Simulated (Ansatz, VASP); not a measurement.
One calculation of Sb, two programs

```
Sb
1.0
     0.00000    2.37124    2.37124
     2.37124    0.00000    2.37124
     2.37124    2.37124    0.00000
Sb
1
Direct
  0.00000 0.00000 0.00000
```

Alike in both runs: task relaxation of cell and atoms; functional PBE0; k mesh 5 × 5 × 5; occupations fermi-dirac, width 0.05 eV; no spin polarisation.

|  | VASP | Ansatz |
| --- | --- | --- |
| version | VASP 6.6.1 | Ansatz 0.2.0 |
| potentials or method | VASP PAW PBE potentials, release 64 (Sb) | Ansatz PAW |
| plane-wave cutoff (eV) | 600 | 420 |
| valence electrons in the cell | 5 | 15 |

```tsv
	VASP	Ansatz	Ansatz less VASP
gap on the k mesh at the Fermi level, each at its own relaxed structure (eV)	none	none	-
relaxed volume (Å³/atom)	26.11	26.57	+0.460
relaxed cell length with the largest relative difference (Å)	3.330	3.349	+0.0194
```

A gap of «none» marks a metal or a gap that the smearing closes. VASP's potentials hold 5 valence electrons a cell and Ansatz's 15, so a difference there can come from the potentials and not from the codes.

The k mesh is coarse, so the values compare programs but aren't converged. Spin-orbit coupling is off throughout. Noted on Ansatz's run: the plane-wave basis is chosen anew once the cell has moved, so the energies of steps on either side of that aren't comparable.
